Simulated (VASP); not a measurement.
Here is a VASP 6.6.1 calculation.

File INCAR:

```
SYSTEM = Hf
ALGO     = Normal         ! electronic algorithm
EDIFF    = 1E-6           ! SCF threshold, eV
ENCUT    = 520            ! plane-wave cutoff, eV
GGA      = PE             ! functional
ISIF     = 2              ! what is computed and relaxed
ISMEAR   = -1             ! smearing method
LASPH    = .TRUE.         ! aspherical terms in the spheres
LCHARG   = .FALSE.        ! write CHGCAR
LREAL    = .FALSE.        ! projectors in reciprocal space
LWAVE    = .FALSE.        ! write WAVECAR
NBANDS   = 11             ! bands
NELM     = 60             ! most SCF steps
PREC     = Accurate       ! precision mode
SIGMA    = 0.06122561905347299 ! smearing width, eV
```

File KPOINTS:

```
k-points
0
G
  14 14 14
  0 0 0
```

File POSCAR:

```
Hf
1.0
    0.0000000000      2.2429137693      2.2429137693
    2.2429137693      0.0000000000      2.2429137693
    2.2429137693      2.2429137693      0.0000000000
Hf
1
Direct
    0.0000000000      0.0000000000      0.0000000000
```

Potentials or basis: VASP PAW PBE potentials, release 64 (Hf_pv).

Launch:

```console
$ cat potpaw_PBE.64/Hf_pv/POTCAR > POTCAR
$ mpirun -np 1 vasp_std > vasp.out
```

(1) What does it give for the pressure?

(2) Predict the band gap on the k mesh.

Answers

(1) -0.4 GPa.

(2) zero (band 5 reaches 6.08 eV, above the bottom of band 6 at 4.04 eV).

Caveat: spin-orbit coupling is left out, which moves the levels of the heavy elements.
